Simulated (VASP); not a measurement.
# LiTi12O24 (a cell with a defect) in VASP: single point with PBE

Aim: the single point of LiTi12O24 (a cell with a defect) with PBE.

Program: VASP 6.6.1. These are calculated values, not measurements. Logs are shortened: lines on timing, memory, paths and dates and some standing lists are left out, and cuts for length are marked.

### 1 The cell of the first run

The cell holds a defect, 37 atoms: a = 6.567 Å, b = 6.567 Å, c = 8.892 Å, α = 90.00°, β = 90.00°, γ = 90.00°.

### 2 Single point, PBE

Input file INCAR:

```
ALGO = Normal
EDIFF = 1E-6
ENCUT = 520
GGA = PE
ISIF = 2
ISMEAR = 0
LASPH = T
LCHARG = F
LREAL = Auto
LWAVE = F
NBANDS = 170
NELECT = 290.0
NELM = 60
PREC = Accurate
SIGMA = 0.02
```

Input file KPOINTS:

```
Automatic mesh
0
Gamma
  2 2 2
  0.5 0.5 0.5
```

Input file POSCAR:

```
LiTi12O24
1.0
   -4.6433174325     -4.6433174325      0.0000000000
   -4.6433174325      4.6433174325      0.0000000000
    0.0000000000      0.0000000000     -8.8916049598
Ti O Li
12 24 1
Direct
   -0.0026953789      0.5139544161      0.3277692850
   -0.0181014977      0.4850021634     -0.0026180875
    0.0255032101      0.5144348916      0.6583116351
    0.5026742268     -0.0139607083      0.3277551143
    0.5181043586      0.0150000514     -0.0026300089
    0.4744942667     -0.0144288003      0.6582991514
    0.5150190644      0.4818526910      0.5026293926
    0.4860777952      0.4972605327      0.1722285242
    0.4855354028      0.5255916778      0.8416775187
   -0.0150442008      0.0181458626      0.5026304048
    0.0139036370      0.0027284372      0.1722257126
    0.0144725191     -0.0255850481      0.8416741448
    0.8082403485      0.4986759001      0.5033389383
    0.8045651744      0.4973076973      0.1664043788
    0.8025910471      0.5016032252      0.8317949384
    0.3011890788     -0.0007993208      0.4957711257
    0.3060626418      0.0032168811      0.1672651908
    0.3061206822     -0.0053135501      0.8353364813
    0.0013880162      0.1974260889      0.6682458372
   -0.0027196073      0.1954484080      0.3335966919
   -0.0014077220      0.1917580508      0.9966061290
    0.4946548526      0.6938792247      0.6646205074
    0.5031556713      0.6939136828      0.3327134992
    0.4991214867      0.6988073823      1.0042526676
   -0.0031611020      0.8060848853      0.3327161984
    0.0008826663      0.8011977544      0.0042500764
    0.0053500542      0.8061219278      0.6646211822
    0.5027126691      0.3045515454      0.3335956797
    0.5014100444      0.3082468560     -0.0033967996
    0.4986027842      0.3025728954      0.6682408887
    0.1988008603      0.5008032584      0.4957753994
    0.1939337582      0.4967855490      0.1672707016
    0.1938834708      0.5053194261      0.8353397428
    0.6917544507      0.0013256686      0.5033363516
    0.6954349012      0.0026969942      0.1664022420
    0.6974141973     -0.0015983185      0.8317980875
    0.7499940615      0.2500032610      0.7503003148
```

Potentials or basis: VASP PAW PBE potentials, release 64 (Ti_sv, O, Li_sv).

Command:

```console
$ cat potpaw_PBE.64/Ti_sv/POTCAR potpaw_PBE.64/O/POTCAR potpaw_PBE.64/Li_sv/POTCAR > POTCAR
$ mpirun -np 1 vasp_std > vasp.out
```

OUTCAR:

```text
EDIFF = 1E-6
   ENCUT = 520
   GGA = PE
   ISIF = 2
   ISMEAR = 0
   LASPH = T
   LREAL = Auto
   NELECT = 290.0
   NELM = 60
   PREC = Accurate

 ion  position               nearest neighbor table
   1  0.997  0.514  0.328-  14 1.92  25 1.92  32 1.93  13 2.00  31 2.00  20 2.09
   2  0.982  0.485  0.997-  15 1.89  14 1.90  21 1.93  33 2.01  32 2.06  26 2.08
   3  0.026  0.514  0.658-  31 1.84  27 1.92  33 1.92  13 1.99  19 2.09  15 2.13  37 2.64
   4  0.503  0.986  0.328-  35 1.92  23 1.92  17 1.93  34 2.00  16 2.00  28 2.09
   5  0.518  0.015  0.997-  36 1.89  35 1.90  29 1.93  18 2.01  17 2.06  24 2.08
   6  0.474  0.986  0.658-  16 1.84  22 1.92  18 1.92  34 1.99  30 2.09  36 2.13  37 2.64
   7  0.515  0.482  0.503-  30 1.89  28 1.90  13 1.93  22 2.01  23 2.06  31 2.08
   8  0.486  0.497  0.172-  28 1.92  32 1.92  23 1.93  29 2.00  24 2.00  14 2.09
   9  0.486  0.526  0.842-  24 1.84  33 1.92  22 1.92  29 1.99  15 2.09  30 2.13  37 2.64
  10  0.985  0.018  0.503-  19 1.89  20 1.90  34 1.93  27 2.01  25 2.06  16 2.08
  11  0.014  0.003  0.172-  20 1.92  17 1.92  25 1.93  21 2.00  26 2.00  35 2.09
  12  0.014  0.974  0.842-  26 1.84  18 1.92  27 1.92  21 1.99  36 2.09  19 2.13  37 2.64
  13  0.808  0.499  0.503-   7 1.93   3 1.99   1 2.00
  14  0.805  0.497  0.166-   2 1.90   1 1.92   8 2.09
  15  0.803  0.502  0.832-  37 1.84   2 1.89   9 2.09   3 2.13
  16  0.301  0.999  0.496-   6 1.84   4 2.00  10 2.08
  17  0.306  0.003  0.167-  11 1.92   4 1.93   5 2.06
[... 4 lines left out ...]
  22  0.495  0.694  0.665-   6 1.92   9 1.92   7 2.01
  23  0.503  0.694  0.333-   4 1.92   8 1.93   7 2.06
  24  0.499  0.699  0.004-   9 1.84   8 2.00   5 2.08
  25  0.997  0.806  0.333-   1 1.92  11 1.93  10 2.06
  26  0.001  0.801  0.004-  12 1.84  11 2.00   2 2.08
  27  0.005  0.806  0.665-   3 1.92  12 1.92  10 2.01
  28  0.503  0.305  0.334-   7 1.90   8 1.92   4 2.09
  29  0.501  0.308  0.997-   5 1.93   9 1.99   8 2.00
  30  0.499  0.303  0.668-  37 1.84   7 1.89   6 2.09   9 2.13
  31  0.199  0.501  0.496-   3 1.84   1 2.00   7 2.08
  32  0.194  0.497  0.167-   8 1.92   1 1.93   2 2.06
  33  0.194  0.505  0.835-   9 1.92   3 1.92   2 2.01
  34  0.692  0.001  0.503-  10 1.93   6 1.99   4 2.00
  35  0.695  0.003  0.166-   5 1.90   4 1.92  11 2.09
  36  0.697  0.998  0.832-  37 1.84   5 1.89  12 2.09   6 2.13
  37  0.750  0.250  0.750-  36 1.84  15 1.84  30 1.84  19 1.84   9 2.64  12 2.64   6 2.64   3 2.64

  LATTYP: Found a simple tetragonal cell.
 ALAT       =     6.5666424874
 C/A-ratio  =     1.3540565025

  Lattice vectors:

 A1 = (  -4.6433174325,  -4.6433174325,   0.0000000000)
 A2 = (  -4.6433174325,   4.6433174325,   0.0000000000)
 A3 = (   0.0000000000,   0.0000000000,  -8.8916049598)

Analysis of symmetry for initial positions (statically):
=====================================================================
 Subroutine PRICEL returns:
 Original cell was already a primitive cell.
[... 183 lines left out ...]
   NUPDOWN=      -1.0000    fix difference up-down
   EMIN   =  10.00;   EMAX   =-10.00  energy-range for DOS
   EFERMI =   0.00;   METHOD = LEGACY
   ISMEAR =     0;   SIGMA  =   0.02  broadening in eV -4-tet -1-fermi 0-gaus
   EFERMI_NEDOS =   21; number of points for ismear=-14 and -15
   IALGO  =     38    algorithm
   IMIX   =      4    mixing-type and parameters
     AMIX     =   0.40;   BMIX     =  1.00
     AMIX_MAG =   1.60;   BMIX_MAG =  1.00
  volume/ion in A,a.u.               =      10.36        69.93
  Fermi-wavevector in a.u.,A,eV,Ry     =   1.491598  2.818712 30.271130  2.224865
  Thomas-Fermi vector in A             =   2.604233
   LORBIT       =      0    0 simple, 1 ext, 2 COOP (PROOUT), +10 PAW based schemes
   GGA     = PE    functional components
   LHFCALC =     F    Hartree Fock is set to
   AEXX    =    0.0000 exact exchange contribution
   IVDW    =     0    specifies the selected vdW correction
   LEPSILON=     F    determine dielectric tensor
   LRPA    =     F    only Hartree local field effects (RPA)
 non-spin polarized calculation
 Gauss-broadening in eV      SIGMA  =   0.02
  energy-cutoff  :      520.00
  volume of cell :      383.41
 maximum number of plane-waves:     10322
 NGX is ok and might be reduce to    50
   NGX = 25   NGY = 25   NGZ = 33

 number of electron     290.0000024 magnetization

 Free energy of the ion-electron system (eV)
  ---------------------------------------------------
  ext. energy  EPLUGINS =         0.00000000
  ---------------------------------------------------
  free energy    TOTEN  =      -332.13788114 eV

  energy without entropy =     -332.13788114  energy(sigma->0) =     -332.13788114

 E-fermi :   4.5608     XC(G=0): -11.3221

 val. band max:        4.4048279119   @ k =  -0.2500   0.2500   0.2500
 cond. band min:       6.9477129566   @ k =  -0.2500  -0.2500   0.2500
 fundamental gap:      2.5428850447
 Fermi energy:         4.5607993018

 k-point     1 :       0.2500    0.2500    0.2500
  band No.  band energies     occupation
      1     -52.1516      2.00000
      2     -52.1469      2.00000
      3     -52.1467      2.00000
      4     -52.1422      2.00000
      5     -52.1206      2.00000
      6     -52.1183      2.00000
[... 629 lines left out ...]
    156       7.4403      0.00000
    157       7.4892      0.00000
 [bands above 157 left out]

------------------------ aborting loop because EDIFF is reached ----------------------------------------

  FORCE on cell =-STRESS in cart. coord.  units (eV):
  Direction    XX          YY          ZZ          XY          YZ          ZX
  --------------------------------------------------------------------------------------
  -------------------------------------------------------------------------------------
  Total       -1.4769410     -1.4980374     -1.0272617     -0.0019541     -0.0003384     -0.0016031
  in kB       -6.1717285     -6.2598848     -4.2926430     -0.0081656     -0.0014142     -0.0066988
  external PRESSURE =      -5.5747521 kB  Pullay stress =       0.0000000 kB

 VOLUME and BASIS-vectors are now :
 -----------------------------------------------------------------------------
  energy-cutoff  :      520.00
  volume of cell :      383.41
      direct lattice vectors                 reciprocal lattice vectors
    -4.643317432 -4.643317432  0.000000000    -0.107681632 -0.107681632  0.000000000
    -4.643317432  4.643317432  0.000000000    -0.107681632  0.107681632  0.000000000
     0.000000000  0.000000000 -8.891604960     0.000000000  0.000000000 -0.112465635

 POSITION                                       TOTAL-FORCE (eV/Angst)
 -----------------------------------------------------------------------------------
     -7.01726     -2.24435     -2.91440         0.010848     -0.018796     -0.021533
     -6.81129     -2.30725     -8.86833        -0.036540     -0.005758     -0.002363
     -2.50710      2.27027     -5.85345         0.047229      0.005834     -0.035250
     -6.91257      2.24442     -2.91427        -0.011342      0.018568     -0.022147
     -2.47537     -2.33607     -8.86822         0.037693      0.006243     -0.003007
     -6.77955      2.37309     -5.85334        -0.045149     -0.005097     -0.033811
[... 29 lines left out ...]
     -7.87421      1.39758     -7.39602        -0.001546     -0.035794      0.019843
     -4.64331     -2.32162     -6.67137        -0.000163     -0.000192     -0.001600
 -----------------------------------------------------------------------------------
    total drift:                                0.002729      0.002531     -0.003769

  FREE ENERGIE OF THE ION-ELECTRON SYSTEM (eV)
  ---------------------------------------------------
  free  energy   TOTEN  =      -332.1378811410 eV

  energy  without entropy=     -332.1378811410  energy(sigma->0) =     -332.13788114
```

OSZICAR:

```text
N       E                     dE             d eps       ncg     rms          rms(c)
DAV:   1     0.498532994811E+04    0.49853E+04   -0.14035E+05  1360   0.205E+03
DAV:   2     0.765365825831E+03   -0.42200E+04   -0.40537E+04  1360   0.654E+02
DAV:   3    -0.327501123416E+03   -0.10929E+04   -0.10569E+04  1728   0.279E+02
[... 11 lines left out ...]
DAV:  15    -0.332137879593E+03    0.75996E-04   -0.51969E-04  1888   0.101E-01    0.307E-02
DAV:  16    -0.332137883516E+03   -0.39230E-05   -0.17027E-04  1912   0.523E-02    0.209E-02
DAV:  17    -0.332137877914E+03    0.56024E-05   -0.31719E-05  2072   0.266E-02    0.822E-03
DAV:  18    -0.332137880497E+03   -0.25830E-05   -0.12387E-05  1656   0.129E-02    0.654E-03
DAV:  19    -0.332137881141E+03   -0.64432E-06   -0.79397E-06  1480   0.997E-03
   1 F= -.33213788E+03 E0= -.33213788E+03  d E =-.390235E-28
```

stdout:

```text
POSCAR found type information on POSCAR TiO Li
 POSCAR found :  3 types and      37 ions
 scaLAPACK will be used
 LDA part: xc-table for (Slater+PW92), standard interpolation
 POSCAR, INCAR and KPOINTS ok, starting setup
 FFT: planning ... GRIDC
 FFT: planning ... GRID_SOFT
 FFT: planning ... GRID
 WAVECAR not read
 entering main loop
 the old and the new charge density differ
 old charge density:   291.00000 new  290.00000
    0.763E+01
```

It took 5.6 min on 1 thread of Intel Xeon 6975P-C (Granite Rapids), shared host; peak memory 0.5 GiB.

Results:

```yaml
Free_energy: -332.1379 eV
Largest_force: 0.070 eV/Å
```

Forces in eV/Å, atoms in the order of the input:
```
Ti   0.011 -0.019 -0.022
Ti  -0.037 -0.006 -0.002
Ti   0.047  0.006 -0.035
Ti  -0.011  0.019 -0.022
Ti   0.038  0.006 -0.003
Ti  -0.045 -0.005 -0.034
Ti  -0.008  0.036  0.001
Ti  -0.019 -0.010  0.021
Ti   0.006 -0.045  0.036
Ti   0.006 -0.037  0.002
Ti   0.019  0.011  0.020
Ti  -0.006  0.045  0.036
O    0.001 -0.001 -0.006
O    0.044  0.047 -0.006
O    0.002  0.036  0.019
O    0.039  0.042  0.039
O   -0.001  0.001  0.021
O    0.002  0.004 -0.023
O   -0.036  0.002 -0.019
O   -0.048  0.044  0.006
O    0.001  0.001  0.006
O   -0.004  0.002  0.022
O   -0.001 -0.001 -0.021
O   -0.043  0.039 -0.038
O    0.001  0.001 -0.020
O    0.043 -0.039 -0.039
O    0.004 -0.002  0.022
O    0.048 -0.044  0.006
O   -0.001 -0.001  0.006
O    0.035 -0.002 -0.019
O   -0.039 -0.043  0.039
O    0.001 -0.001  0.021
O   -0.002 -0.004 -0.022
O   -0.001  0.001 -0.006
O   -0.044 -0.048 -0.006
O   -0.002 -0.036  0.020
Li   0.000  0.000 -0.002
```

Levels at points of the mesh, in eV from the Fermi level:
```csv
k point,band 142,band 143,band 144,band 145,band 146,band 147,band 148,band 149
"(0.25, 0.25, 0.25)",-0.78,-0.73,-0.44,-0.16,2.39,2.42,2.44,2.48
```

Caveat: the cell carries a net charge on a neutralising background, which shifts energy and pressure; the cell is charged against a uniform background, so pressure and absolute levels hang on convention; the cutoff is under 1.25 times the usual one of these potentials, so pressure, stress and relaxed cells hold a basis-set (Pulay) error.
